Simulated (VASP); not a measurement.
# Ta (Im-3m) in VASP: further runs, part 2 of 2

VASP 6.6.1. Earlier steps stand in the parts before.

## (5) Single point, r2SCAN

Input file POSCAR:

```
Ta
1.0
   -1.6533592789      1.6533592789      1.6533592789
    1.6533592789     -1.6533592789      1.6533592789
    1.6533592789      1.6533592789     -1.6533592789
Ta
1
Direct
    0.0000000000      0.0000000000      0.0000000000
```

Input file INCAR.step1:

```
SYSTEM = Ta
PREC = Accurate
ENCUT = 520
ISMEAR = 0
SIGMA = 1.0
LREAL = .FALSE.
LASPH = .TRUE.
NELM = 60
NBANDS = 12
GGA = PE
ALGO = Normal
EDIFF = 1E-4
LWAVE = .TRUE.
LCHARG = .FALSE.
```

Input file INCAR.step2:

```
SYSTEM = Ta
PREC = Accurate
ENCUT = 520
EDIFF = 1E-7
ISMEAR = 0
SIGMA = 1.0
LREAL = .FALSE.
LASPH = .TRUE.
NELM = 60
ALGO = Normal
ISIF = 2
LWAVE = .FALSE.
LCHARG = .FALSE.
METAGGA = R2SCAN
LMIXTAU = .TRUE.
NBANDS = 12
ISTART = 1
```

Input file KPOINTS:

```
Automatic mesh
0
G
  13 13 13
  0 0 0
```

Potentials or basis: VASP PAW PBE potentials, release 64 (Ta_pv).

Launch:

```
$ cat potpaw_PBE.64/Ta_pv/POTCAR > POTCAR
$ cp INCAR.step1 INCAR
$ mpirun -np 1 vasp_std > vasp.out
$ cp INCAR.step2 INCAR
$ mpirun -np 1 vasp_std > vasp.out
```

OUTCAR:

```text
SYSTEM = Ta
   PREC = Accurate
   ENCUT = 520
   EDIFF = 1E-7
   ISMEAR = 0
   LREAL = .FALSE.
   LASPH = .TRUE.
   NELM = 60
   ISIF = 2
   METAGGA = R2SCAN
   ISTART = 1

 ion  position               nearest neighbor table
   1  0.000  0.000  0.000-

  LATTYP: Found a body centered cubic cell.
 ALAT       =     3.3067185578

  Lattice vectors:

 A1 = (  -1.6533592789,   1.6533592789,   1.6533592789)
 A2 = (   1.6533592789,  -1.6533592789,   1.6533592789)
 A3 = (   1.6533592789,   1.6533592789,  -1.6533592789)

Analysis of symmetry for initial positions (statically):
=====================================================================
 Subroutine PRICEL returns:
 Original cell was already a primitive cell.

 Routine SETGRP: Setting up the symmetry group for a
 body centered cubic supercell.

 Subroutine GETGRP returns: Found 48 space group operations
 (whereof 48 operations were pure point group operations)
 out of a pool of 48 trial point group operations.

The static configuration has the point symmetry O_h .

Analysis of symmetry for dynamics (positions and initial velocities):
[... 168 lines left out ...]
      2     -28.9160      2.00000
      3     -28.9160      2.00000
      4      -3.0202      2.00000
      5       6.1427      0.34161
      6       6.1427      0.34161
      7       6.1427      0.34161
      8       9.6316      0.00000
      9       9.6316      0.00000
     10      17.4302      0.00000
     11      21.0532      0.00000
     12      21.0532      0.00000
[... 331 lines left out ...]
 k-point    24 :       0.2308    0.0769    0.0769
  band No.  band energies     occupation
      1     -29.7941      2.00000
      2     -29.1829      2.00000
      3     -28.9836      2.00000
      4       0.6235      2.00000
      5       4.2000      1.92758
      6       4.5936      1.78497
      7       9.4020      0.00000
      8      10.0600      0.00000
      9      11.0985      0.00000
     10      17.4285      0.00000
     11      20.6914      0.00000
     12      20.8988      0.00000

 [... further k-points ...]

------------------------ aborting loop because EDIFF is reached ----------------------------------------

  FORCE on cell =-STRESS in cart. coord.  units (eV):
  Direction    XX          YY          ZZ          XY          YZ          ZX
  --------------------------------------------------------------------------------------
  -------------------------------------------------------------------------------------
  Total        0.3085120      0.3085120      0.3085120      0.0000000      0.0000000      0.0000000
  in kB       27.3414164     27.3414164     27.3414164      0.0000000      0.0000000      0.0000000
  external PRESSURE =      27.3414164 kB  Pullay stress =       0.0000000 kB

 VOLUME and BASIS-vectors are now :
 -----------------------------------------------------------------------------
  energy-cutoff  :      520.00
  volume of cell :       18.08
      direct lattice vectors                 reciprocal lattice vectors
    -1.653359279  1.653359279  1.653359279     0.000000000  0.302414609  0.302414609
     1.653359279 -1.653359279  1.653359279     0.302414609  0.000000000  0.302414609
     1.653359279  1.653359279 -1.653359279     0.302414609  0.302414609  0.000000000

 POSITION                                       TOTAL-FORCE (eV/Angst)
 -----------------------------------------------------------------------------------
      0.00000      0.00000      0.00000         0.000000      0.000000      0.000000
 -----------------------------------------------------------------------------------
    total drift:                               -0.000000      0.000000      0.000000

  FREE ENERGIE OF THE ION-ELECTRON SYSTEM (eV)
  ---------------------------------------------------
  free  energy   TOTEN  =       -48.8634523244 eV

  energy  without entropy=      -48.3487633812  energy(sigma->0) =      -48.60610785
```

OUTCAR.step1:

```text
SYSTEM = Ta
   PREC = Accurate
   ENCUT = 520
   ISMEAR = 0
   LREAL = .FALSE.
   LASPH = .TRUE.
   NELM = 60
[... 577 lines left out ...]
 -----------------------------------------------------------------------------------
      0.00000      0.00000      0.00000        -0.000000     -0.000000     -0.000000
 -----------------------------------------------------------------------------------
    total drift:                               -0.000000      0.000000      0.000000

  FREE ENERGIE OF THE ION-ELECTRON SYSTEM (eV)
  ---------------------------------------------------
  free  energy   TOTEN  =       -12.1060896242 eV

  energy  without entropy=      -11.5741835324  energy(sigma->0) =      -11.84013658
```

OSZICAR.step1:

```text
N       E                     dE             d eps       ncg     rms          rms(c)
DAV:   1     0.612677881938E+02    0.61268E+02   -0.61084E+03  2016   0.875E+02
DAV:   2    -0.115140273105E+02   -0.72782E+02   -0.70678E+02  2200   0.243E+02
DAV:   3    -0.125527522398E+02   -0.10387E+01   -0.10310E+01  2464   0.277E+01
DAV:   4    -0.125553091184E+02   -0.25569E-02   -0.25567E-02  2220   0.153E+00
DAV:   5    -0.125553173517E+02   -0.82333E-05   -0.82327E-05  2348   0.830E-02    0.132E+01
DAV:   6    -0.122114544580E+02    0.34386E+00   -0.28012E-01  2376   0.569E+00    0.645E+00
DAV:   7    -0.121068183109E+02    0.10464E+00   -0.24930E-01  2336   0.502E+00    0.381E-01
DAV:   8    -0.121060881428E+02    0.73017E-03   -0.80473E-03  2200   0.695E-01    0.102E-01
DAV:   9    -0.121060896242E+02   -0.14814E-05   -0.67961E-05  1692   0.908E-02
   1 F= -.12106090E+02 E0= -.11840137E+02  d E =-.531906E+00
```

It took 51 s on 1 thread of AMD EPYC 9R45 (Zen 5), shared host; peak memory 0.12 GiB.

What came out:

```
Free energy            : -48.8635 eV
Pressure               : 2.7 GPa
Band gap on the k mesh : zero (an odd number of electrons rules out a gap without spin polarisation)
```

Levels at points of the mesh, in eV from the Fermi level:
```csv
k point,band 4,band 5,band 6,band 7,band 8,band 9
"(0.00, 0.00, 0.00)",-8.49,0.67,0.67,0.67,4.16,4.16
```

Caveat: so wide a smearing shifts energies and pressures; the PAW data sets were made with another functional, which shifts forces and pressure a little; spin-orbit coupling is left out, which moves the levels of the heavy elements.

## (6) The runs side by side

| smearing | gap on the mesh (eV) | pressure (GPa) |
| --- | --- | --- |
| gaussian 0.2 eV | none | 0.6 |
| gaussian 0.3 eV | none | 0.7 |
| gaussian 0.6 eV | none | 1.3 |
| gaussian 1 eV | none | 2.7 |

Alike in all rows: task single point; level r2SCAN; potentials or basis VASP PAW PBE potentials, release 64 (Ta_pv); no spin polarisation; cell as given; k mesh 13 × 13 × 13; cutoff (eV) 520.

Caveats: the PAW data sets were made with another functional, which shifts forces and pressure a little; spin-orbit coupling is left out, which moves the levels of the heavy elements; so wide a smearing shifts energies and pressures (at least some runs).

Total energies depend on the potentials used, so only differences within one code and one set of settings carry meaning.
